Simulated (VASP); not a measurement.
# Si2W (P4/mmm) in VASP: notebook

Runs on Si2W. Level: PBE. Tasks: single point, relaxation of cell and atoms.

Everything below comes from runs of VASP 6.6.1. Logs are shortened: lines on timing, memory, paths and dates and some standing lists are left out, and cuts for length are marked.

## (1) The cell of the first run

The structure is tetragonal, space group P4/mmm (No. 123). Conventional cell: a = 5.430 Å, b = 5.430 Å, c = 4.527 Å, α = 90.00°, β = 90.00°, γ = 90.00°. Within 2.9 Å of Si (site symmetry m2m) lie 3 Si at 2.20 to 2.28 Å and 2 W at 2.52 Å. W (site symmetry mmm) has 4 Si at 2.52 Å within 3.3 Å.

## (2) Single point, PBE

File INCAR:

```
PREC     = Accurate       # precision mode
ENCUT    = 520            # plane-wave cutoff, eV
EDIFF    = 1E-7           # SCF threshold, eV
ISMEAR   = 0              # smearing method
SIGMA    = 0.1            # smearing width, eV
LREAL    = F              # projectors in reciprocal space
LASPH    = T              # aspherical terms in the spheres
NELM     = 80             # most SCF steps
ALGO     = Normal         # electronic algorithm
ISIF     = 2              # what is computed and relaxed
LWAVE    = F              # write WAVECAR
LCHARG   = T              # write CHGCAR
GGA      = PE             # functional
LELF     = T              # ELF
LVHAR    = T            
NBANDS   = 31             # bands
```

File KPOINTS:

```
regular mesh
0
Gamma
  8 8 8
```

File POSCAR:

```
Si2W
1.0
    5.4300308662      0.0000000000      0.0000000000
    0.0000000000      5.4300308662      0.0000000000
    0.0000000000      0.0000000000      4.5267864479
Si W
4 2
Direct
    0.7969907647      0.5000000000      0.5000000000
    0.2030092353      0.5000000000      0.5000000000
    0.5000000000      0.7969907647      0.5000000000
    0.5000000000      0.2030092353      0.5000000000
    0.5000000000      0.0000000000      0.0000000000
    0.0000000000      0.5000000000      0.0000000000
```

Potentials or basis: VASP PAW PBE potentials, release 64 (Si, W_sv).

Run with:

```bash
cat potpaw_PBE.64/Si/POTCAR potpaw_PBE.64/W_sv/POTCAR > POTCAR
mpirun -np 1 vasp_std > vasp.out
```

OUTCAR:

```text
PREC = Accurate
   ENCUT = 520
   EDIFF = 1E-7
   ISMEAR = 0
   LREAL = F
   LASPH = T
   NELM = 80
   ISIF = 2
   GGA = PE

 ion  position               nearest neighbor table
   1  0.797  0.500  0.500-   2 2.20   3 2.28   4 2.28   6 2.52   6 2.52
   2  0.203  0.500  0.500-   1 2.20   3 2.28   4 2.28   6 2.52   6 2.52
   3  0.500  0.797  0.500-   4 2.20   2 2.28   1 2.28   5 2.52   5 2.52
   4  0.500  0.203  0.500-   3 2.20   2 2.28   1 2.28   5 2.52   5 2.52
   5  0.500  0.000  0.000-   3 2.52   4 2.52   3 2.52   4 2.52
   6  0.000  0.500  0.000-   1 2.52   2 2.52   1 2.52   2 2.52

  LATTYP: Found a simple tetragonal cell.
 ALAT       =     5.4300308662
 C/A-ratio  =     0.8336575904

  Lattice vectors:

 A1 = (   5.4300308662,   0.0000000000,   0.0000000000)
 A2 = (   0.0000000000,   5.4300308662,   0.0000000000)
 A3 = (   0.0000000000,   0.0000000000,   4.5267864479)

Analysis of symmetry for initial positions (statically):
=====================================================================
 Subroutine PRICEL returns:
 Original cell was already a primitive cell.

 Routine SETGRP: Setting up the symmetry group for a
 simple tetragonal supercell.

 Subroutine GETGRP returns: Found 16 space group operations
 (whereof 16 operations were pure point group operations)
 out of a pool of 16 trial point group operations.

The static configuration has the point symmetry D_4h.

Analysis of symmetry for dynamics (positions and initial velocities):
=====================================================================
 Subroutine PRICEL returns:
 Original cell was already a primitive cell.

 Routine SETGRP: Setting up the symmetry group for a
 simple tetragonal supercell.

 Subroutine GETGRP returns: Found 16 space group operations
 (whereof 16 operations were pure point group operations)
 out of a pool of 16 trial point group operations.

The dynamic configuration has the point symmetry D_4h.

 Subroutine INISYM returns: Found 16 space group operations
 (whereof 16 operations are pure point group operations),
 and found     1 'primitive' translations

----------------------------------------------------------------------------------------

                                     Primitive cell

  volume of cell :     133.4734

  direct lattice vectors                    reciprocal lattice vectors
     5.430030866  0.000000000  0.000000000     0.184161016  0.000000000  0.000000000
     0.000000000  5.430030866  0.000000000     0.000000000  0.184161016  0.000000000
     0.000000000  0.000000000  4.526786448     0.000000000  0.000000000  0.220907262

  length of vectors
     5.430030866  5.430030866  4.526786448     0.184161016  0.184161016  0.220907262

  position of ions in fractional coordinates (direct lattice)
     0.796990765  0.500000000  0.500000000
     0.203009235  0.500000000  0.500000000
     0.500000000  0.796990765  0.500000000
     0.500000000  0.203009235  0.500000000
     0.500000000  0.000000000  0.000000000
     0.000000000  0.500000000  0.000000000

  ion indices of the primitive-cell ions
   primitive index   ion index
                 1           1
                 2           2
                 3           3
                 4           4
                 5           5
                 6           6

----------------------------------------------------------------------------------------

 KPOINTS: regular mesh

Automatic generation of k-mesh.
 Grid dimensions read from file:
 generate k-points for:    8    8    8

 Generating k-lattice:

  Cartesian coordinates                     Fractional coordinates (reciprocal lattice)
     0.023020127  0.000000000  0.000000000     0.125000000  0.000000000  0.000000000
     0.000000000  0.023020127  0.000000000     0.000000000  0.125000000  0.000000000
     0.000000000  0.000000000  0.027613408     0.000000000  0.000000000  0.125000000

  Length of vectors
     0.023020127  0.023020127  0.027613408

  Shift w.r.t. Gamma in fractional coordinates (k-lattice)
     0.000000000  0.000000000  0.000000000

 Subroutine IBZKPT returns following result:
 ===========================================

 Found     75 irreducible k-points:

 Following reciprocal coordinates:
            Coordinates               Weight
  0.000000  0.000000  0.000000      1.000000
  0.125000  0.000000  0.000000      4.000000
  0.250000  0.000000  0.000000      4.000000
  0.375000  0.000000  0.000000      4.000000
  0.500000  0.000000  0.000000      2.000000
  0.125000  0.125000  0.000000      4.000000
[... 16 lines left out ...]
  0.375000  0.125000  0.125000     16.000000
  0.500000  0.125000  0.125000      8.000000
 [... further k-points ...]
   k-points           NKPTS =     75   k-points in BZ     NKDIM =     75   number of bands    NBANDS=     31
   number of dos      NEDOS =    301   number of ions     NIONS =      6
   total plane-waves  NPLWV =  57600
   dimension x,y,z NGX =    40 NGY =   40 NGZ =   36
   dimension x,y,z NGXF=    80 NGYF=   80 NGZF=   72
   ions per type =               4   2
   NGX,Y,Z   is equivalent  to a cutoff of  12.25, 12.25, 13.22 a.u.
   NGXF,Y,Z  is equivalent  to a cutoff of  24.49, 24.49, 26.44 a.u.
 SYSTEM =  unknown system
   PREC   = accura    normal or accurate (medium, high low for compatibility)
   ISTART =      0    job   : 0-new  1-cont  2-samecut
   ICHARG =      2    charge: 1-file 2-atom 10-const
   ISPIN  =      1    spin polarized calculation?
   LNONCOLLINEAR =      F non collinear calculations
   LSORBIT =      F    spin-orbit coupling
   LASPH  =      T    aspherical Exc in radial PAW
   ENCUT  =  520.0 eV  38.22 Ry    6.18 a.u.  10.10 10.10  8.42*2*pi/ulx,y,z
   NELM   =     80;   NELMIN=  2; NELMDL= -5     # of ELM steps
   EDIFF  = 0.1E-06   stopping-criterion for ELM
   LREAL  =      F    real-space projection
   EDIFFG = 0.1E-05   stopping-criterion for IOM
   NSW    =      0    number of steps for IOM
   IBRION =     -1    ionic relax: 0-MD 1-quasi-New 2-CG
   NFREE  =      0    steps in history (QN), initial steepest desc. (CG)
   ISIF   =      2    stress and relaxation
   ISYM   =      2    0-nonsym 1-usesym 2-fastsym
   POTIM  = 0.5000    time-step for ionic-motion
   TEBEG  =    0.0;   TEEND  =   0.0 temperature during run
   PSTRESS=    0.0 pullay stress
   NELECT =      44.0000    total number of electrons
   NUPDOWN=      -1.0000    fix difference up-down
   EMIN   =  10.00;   EMAX   =-10.00  energy-range for DOS
   EFERMI =   0.00;   METHOD = LEGACY
   ISMEAR =     0;   SIGMA  =   0.10  broadening in eV -4-tet -1-fermi 0-gaus
   EFERMI_NEDOS =   21; number of points for ismear=-14 and -15
   IALGO  =     38    algorithm
   IMIX   =      4    mixing-type and parameters
     AMIX     =   0.40;   BMIX     =  1.00
     AMIX_MAG =   1.60;   BMIX_MAG =  1.00
  volume/ion in A,a.u.               =      22.25       150.12
  Fermi-wavevector in a.u.,A,eV,Ry     =   1.130909  2.137107 17.401230  1.278954
  Thomas-Fermi vector in A             =   2.267606
   LORBIT       =      0    0 simple, 1 ext, 2 COOP (PROOUT), +10 PAW based schemes
   GGA     = PE    functional components
   LHFCALC =     F    Hartree Fock is set to
   AEXX    =    0.0000 exact exchange contribution
   IVDW    =     0    specifies the selected vdW correction
   LEPSILON=     F    determine dielectric tensor
   LRPA    =     F    only Hartree local field effects (RPA)
 non-spin polarized calculation
 Gauss-broadening in eV      SIGMA  =   0.10
  energy-cutoff  :      520.00
  volume of cell :      133.47
 maximum number of plane-waves:      3624
   NGX = 21   NGY = 21   NGZ = 17

 number of electron      44.0000000 magnetization

 Free energy of the ion-electron system (eV)
  ---------------------------------------------------
  ext. energy  EPLUGINS =         0.00000000
  ---------------------------------------------------
  free energy    TOTEN  =       -38.38554091 eV

  energy without entropy =      -38.35770036  energy(sigma->0) =      -38.37162063

 E-fermi :   5.1922     XC(G=0):  -9.7528

 val. band max:        5.1905105349   @ k =   0.5000   0.1250   0.1250
 cond. band min:       5.1973964882   @ k =   0.3750   0.0000   0.5000
 fundamental gap:      0.0068859533
 Fermi energy:         5.1922278069

 k-point     1 :       0.0000    0.0000    0.0000
  band No.  band energies     occupation
      1     -68.7795      2.00000
      2     -68.7788      2.00000
      3     -33.1158      2.00000
      4     -33.1158      2.00000
      5     -33.0452      2.00000
      6     -33.0452      2.00000
[... 23 lines left out ...]
     30       9.7769      0.00000
     31       9.7769      0.00000

 k-point     2 :       0.1250    0.0000    0.0000
  band No.  band energies     occupation
      1     -68.7795      2.00000
      2     -68.7789      2.00000
      3     -33.1157      2.00000
      4     -33.1157      2.00000
      5     -33.0454      2.00000
      6     -33.0454      2.00000
[... 23 lines left out ...]
     30       9.4827      0.00000
     31       9.9152      0.00000

 k-point     3 :       0.2500    0.0000    0.0000
  band No.  band energies     occupation
      1     -68.7795      2.00000
      2     -68.7790      2.00000
      3     -33.1153      2.00000
      4     -33.1152      2.00000
      5     -33.0459      2.00000
      6     -33.0459      2.00000
[... 23 lines left out ...]
     30       9.1310      0.00000
     31      10.1027      0.00000

 k-point     4 :       0.3750    0.0000    0.0000
  band No.  band energies     occupation
      1     -68.7794      2.00000
      2     -68.7791      2.00000
      3     -33.1149      2.00000
      4     -33.1148      2.00000
      5     -33.0464      2.00000
      6     -33.0463      2.00000
[... 635 lines left out ...]
     30       9.0380      0.00000
     31       9.1841      0.00000

 k-point    23 :       0.3750    0.1250    0.1250
  band No.  band energies     occupation
      1     -68.7793      2.00000
      2     -68.7791      2.00000
      3     -33.1187      2.00000
      4     -33.1107      2.00000
      5     -33.0502      2.00000
      6     -33.0426      2.00000
[... 23 lines left out ...]
     30       9.1278      0.00000
     31       9.2524      0.00000

 k-point    24 :       0.5000    0.1250    0.1250
  band No.  band energies     occupation
      1     -68.7792      2.00000
      2     -68.7792      2.00000
      3     -33.1188      2.00000
      4     -33.1102      2.00000
      5     -33.0506      2.00000
      6     -33.0424      2.00000
[... 23 lines left out ...]
     30       9.3509      0.00000
     31       9.3554      0.00000

 [... further k-points ...]

------------------------ aborting loop because EDIFF is reached ----------------------------------------

  FORCE on cell =-STRESS in cart. coord.  units (eV):
  Direction    XX          YY          ZZ          XY          YZ          ZX
  --------------------------------------------------------------------------------------
  -------------------------------------------------------------------------------------
  Total       -0.0666482     -0.0666482      0.0220538      0.0000000     -0.0000000     -0.0000000
  in kB       -0.8000264     -0.8000264      0.2647275      0.0000000     -0.0000000     -0.0000000
  external PRESSURE =      -0.4451084 kB  Pullay stress =       0.0000000 kB

 VOLUME and BASIS-vectors are now :
 -----------------------------------------------------------------------------
  energy-cutoff  :      520.00
  volume of cell :      133.47
      direct lattice vectors                 reciprocal lattice vectors
     5.430030866  0.000000000  0.000000000     0.184161016  0.000000000  0.000000000
     0.000000000  5.430030866  0.000000000     0.000000000  0.184161016  0.000000000
     0.000000000  0.000000000  4.526786448     0.000000000  0.000000000  0.220907262

 POSITION                                       TOTAL-FORCE (eV/Angst)
 -----------------------------------------------------------------------------------
      4.32768      2.71502      2.26339        -0.005676     -0.000000      0.000000
      1.10235      2.71502      2.26339         0.005676     -0.000000      0.000000
      2.71502      4.32768      2.26339        -0.000000     -0.005676      0.000000
      2.71502      1.10235      2.26339        -0.000000      0.005676     -0.000000
      2.71502      0.00000      0.00000         0.000000      0.000000      0.000000
      0.00000      2.71502      0.00000         0.000000      0.000000      0.000000
 -----------------------------------------------------------------------------------
    total drift:                               -0.000000     -0.000000     -0.000000

  FREE ENERGIE OF THE ION-ELECTRON SYSTEM (eV)
  ---------------------------------------------------
  free  energy   TOTEN  =       -38.3855409072 eV

  energy  without entropy=      -38.3577003552  energy(sigma->0) =      -38.37162063
```

It took 6.8 min on 1 thread of AMD EPYC 7R13, shared host; peak memory 0.36 GiB.

What came out:

- Free energy: -38.3855 eV
- Pressure: 0.0 GPa
- Largest force: 0.006 eV/Å
- Band gap on the k mesh: zero (band 22 reaches 5.86 eV, above the bottom of band 23 at 4.55 eV)

Forces on the atoms (eV/Å):
```
Si  -0.006  0.000  0.000
Si   0.006  0.000  0.000
Si   0.000 -0.006  0.000
Si   0.000  0.006  0.000
W    0.000  0.000  0.000
W    0.000  0.000  0.000
```

Levels at points of the mesh, in eV from the Fermi level:
| k point | band 18 | band 19 | band 20 | band 21 | band 22 | band 23 | band 24 | band 25 | band 26 | band 27 |
| --- | --- | --- | --- | --- | --- | --- | --- | --- | --- | --- |
| (0.00, 0.00, 0.00) | -2.12 | -0.79 | -0.03 | -0.03 | 0.66 | 0.74 | 0.83 | 0.83 | 0.83 | 1.39 |
| (0.50, 0.00, 0.00) | -0.78 | -0.75 | -0.26 | -0.26 | -0.12 | 0.21 | 0.23 | 0.35 | 0.60 | 1.39 |
| (0.50, 0.50, 0.00) | -0.90 | -0.90 | -0.31 | -0.31 | 0.36 | 0.40 | 0.40 | 0.40 | 1.13 | 1.61 |
| (0.00, 0.00, 0.50) | -1.59 | -1.57 | -1.12 | -1.03 | -0.24 | -0.24 | 0.83 | 0.83 | 0.84 | 1.43 |
| (0.50, 0.00, 0.50) | -1.73 | -1.10 | -0.85 | -0.43 | -0.27 | -0.02 | 0.30 | 0.34 | 1.16 | 1.85 |
| (0.50, 0.50, 0.50) | -1.88 | -1.18 | -1.14 | -1.14 | -0.74 | 0.24 | 0.24 | 0.72 | 1.62 | 1.62 |

Caveat: spin-orbit coupling is left out, which moves the levels of the heavy elements.

## (3) Relaxation of cell and atoms, PBE

This run uses another cell than the first one, of 22.14 Å³/atom, 0.995 times its volume.

File INCAR:

```
PREC = Accurate
ENCUT = 600
EDIFF = 1E-6
ISMEAR = 0
SIGMA = 0.1
LREAL = F
LASPH = T
NELM = 100
ALGO = Normal
ISIF = 3
LWAVE = F
LCHARG = F
GGA = PE
IBRION = 2
NSW = 100
EDIFFG = -0.01
```

KPOINTS is that of step 2.

File POSCAR:

```
Si2W
1.0
    5.4272344890      0.0000000000      0.0000000000
    0.0000000000      5.4272344890      0.0000000000
    0.0000000000      0.0000000000      4.5098831299
Si W
4 2
Direct
    0.7962928875      0.5000000000      0.5000000000
    0.2037071125      0.5000000000      0.5000000000
    0.5000000000      0.7962928875      0.5000000000
    0.5000000000      0.2037071125      0.5000000000
    0.5000000000      0.0000000000      0.0000000000
    0.0000000000      0.5000000000      0.0000000000
```

Potentials or basis: VASP PAW PBE potentials, release 64 (Si, W_sv).

Run with:

```bash
cat potpaw_PBE.64/Si/POTCAR potpaw_PBE.64/W_sv/POTCAR > POTCAR
mpirun -np 1 vasp_std > vasp.out
```

Wall time 15 min (1 thread of Intel Xeon Platinum 8259CL at 2.50GHz (Skylake/Cascade Lake), shared host); peak memory 0.48 GiB.

The run converged. Its results:

```
Free energy                            : -38.3857 eV
Relaxed volume                         : 22.23 Å³/atom
Relaxed cell                           : a = 5.428 Å, b = 5.428 Å, c = 4.527 Å, α = 90.00°, β = 90.00°, γ = 90.00°
Space group after relaxing (to 0.05 Å) : P4/mmm (No. 123)
Energy gained by relaxing              : 0.5 meV/atom
Ionic steps                            : 8
Pressure after relaxing                : 0.0 GPa
Largest force after relaxing           : 0.003 eV/Å
Band gap on the k mesh                 : zero (band 22 reaches 5.87 eV, above the bottom of band 23 at 4.56 eV)
```

Forces on the atoms (eV/Å):
```
Si   0.003  0.000  0.000
Si  -0.003  0.000  0.000
Si   0.000  0.003  0.000
Si   0.000 -0.003  0.000
W    0.000  0.000  0.000
W    0.000  0.000  0.000
```

The path:
| step | energy change (eV) | largest force (eV/Å) | pressure (GPa) | volume (Å³) |
| --- | --- | --- | --- | --- |
| 1 | 0.0000 | 0.1232 | 0.50 | 132.84 |
| 2 | -0.0004 | 0.0655 | -0.61 | 134.18 |
| 3 | -0.0027 | 0.0270 | -0.08 | 133.53 |
| 4 | -0.0027 | 0.0247 | -0.08 | 133.54 |
| 5 | -0.0027 | 0.0213 | -0.11 | 133.57 |
| 6 | -0.0027 | 0.0373 | 0.01 | 133.39 |
| 7 | -0.0028 | 0.0105 | -0.04 | 133.47 |
| 8 | -0.0028 | 0.0034 | 0.02 | 133.36 |

Final structure:
```xyz
6
Lattice="5.4275 0.0000 0.0000 0.0000 5.4275 0.0000 0.0000 0.0000 4.5272" Properties=species:S:1:pos:R:3 pbc="T T T"
Si    4.3255    2.7138    2.2636
Si    1.1020    2.7138    2.2636
Si    2.7138    4.3255    2.2636
Si    2.7138    1.1020    2.2636
W     2.7138    0.0000    0.0000
W     0.0000    2.7138    0.0000
```

Levels at points of the mesh, in eV from the Fermi level:
| k point | band 18 | band 19 | band 20 | band 21 | band 22 | band 23 | band 24 | band 25 | band 26 |
| --- | --- | --- | --- | --- | --- | --- | --- | --- | --- |
| (0.00, 0.00, 0.00) | -2.12 | -0.79 | -0.03 | -0.03 | 0.67 | 0.74 | 0.82 | 0.84 | 0.84 |
| (0.50, 0.00, 0.00) | -0.78 | -0.76 | -0.26 | -0.26 | -0.12 | 0.21 | 0.23 | 0.35 | 0.60 |
| (0.50, 0.50, 0.00) | -0.90 | -0.90 | -0.31 | -0.31 | 0.37 | 0.40 | 0.40 | 0.41 | 1.13 |
| (0.00, 0.00, 0.50) | -1.59 | -1.58 | -1.12 | -1.03 | -0.24 | -0.24 | 0.83 | 0.83 | 0.84 |
| (0.50, 0.00, 0.50) | -1.74 | -1.10 | -0.85 | -0.43 | -0.27 | -0.02 | 0.30 | 0.34 | 1.16 |
| (0.50, 0.50, 0.50) | -1.88 | -1.19 | -1.14 | -1.14 | -0.74 | 0.24 | 0.24 | 0.72 | 1.63 |

Caveat: spin-orbit coupling is left out, which moves the levels of the heavy elements.
